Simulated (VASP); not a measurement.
**PbS: relaxation of cell and atoms with PBEsol**

The system is PbS.

```xyz
2
Lattice="0.0000 2.9518 2.9518 2.9518 0.0000 2.9518 2.9518 2.9518 0.0000" Properties=species:S:1:pos:R:3 pbc="T T T"
Pb    0.0000    0.0000    0.0000
S     2.9518    2.9518    2.9518
```

```json
{
  "Program": "VASP 6.6.1",
  "Task": "relaxation of cell and atoms",
  "Functional": "PBEsol",
  "Potentials or basis": "VASP PAW PBE potentials, release 64 (Pb_d, S)",
  "Cutoff": "600 eV",
  "k mesh": "10 × 10 × 10",
  "Occupations": "gaussian, width 0.01 eV",
  "Spin": "no spin polarisation",
  "Dipole correction": "no",
  "Further INCAR settings": "ALGO = Normal; EDIFF = 1e-07; IBRION = 2; EDIFFG = -0.001; NSW = 80; ISIF = 3"
}
```

The pressure after relaxing is 0.0 GPa and the band gap on the k mesh is 0.20 eV.

Final structure:
```yaml
crystal:
  lattice:
    - [0.00000, 2.95175, 2.95175]
    - [2.95175, 0.00000, 2.95175]
    - [2.95175, 2.95175, 0.00000]
  atoms:
    - { symbol: Pb, position: [0.00000, 0.00000, 0.00000] }
    - { symbol: S, position: [0.50000, 0.50000, 0.50000] }
```

Levels at points of the mesh, in eV from the valence-band top:
```
           k point  band 6  band 7  band 8  band 9  band 10  band 11  band 12  band 13  band 14
(0.00, 0.00, 0.00)  -13.75   -6.05   -2.26   -2.26    -2.26     5.18     5.18     5.18     6.59
(0.50, 0.00, 0.00)  -12.44   -9.00   -1.85   -1.85     0.00     0.20     1.85     1.85     8.49
(0.50, 0.50, 0.00)  -11.98   -7.28   -5.40   -3.58    -3.58     3.64     5.56     5.68     5.68
```

It took 47 s on 1 thread of Intel Xeon 8259CL, with other jobs on the host, peak memory 0.23 GiB.

Caveat: the relaxation stopped at its first step, so nothing moved; the PAW data sets were made with another functional, which shifts forces and pressure a little; spin-orbit coupling is left out, which moves the levels of the heavy elements. A k mesh can miss the band edges.
